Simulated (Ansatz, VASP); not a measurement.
BP in VASP and in Ansatz

```
B P
1.0
     0.00000    2.13452    2.56142
     2.13452    0.00000    2.56142
     2.13452    2.13452    0.00000
B P
1 1
Direct
  0.00000 0.00000 0.00000
  0.75000 0.75000 0.75000
```

Alike in both runs: task single point; functional r2SCAN; k mesh 12 × 12 × 12; occupations gaussian, width 0.05 eV; no spin polarisation.

```csv
,VASP,Ansatz
version,VASP 6.6.1,Ansatz 0.2.0
potentials or method,"VASP PAW PBE potentials, release 64 (B, P), cutoff 520 eV","scalar-relativistic, plane waves, PAW"
valence electrons in the cell,8,8
```

```csv
,VASP,Ansatz,Ansatz less VASP
gap on the k mesh at the Fermi level (eV),none,none,-
pressure (GPa),-0.5,0.0,+0.49
"traceless stress, the component that is largest in VASP (GPa)",-42.95,-42.74,+0.213
```

VASP's potentials were made for PBE, not for r2SCAN. A gap of «none» marks a metal or a gap that the smearing closes.
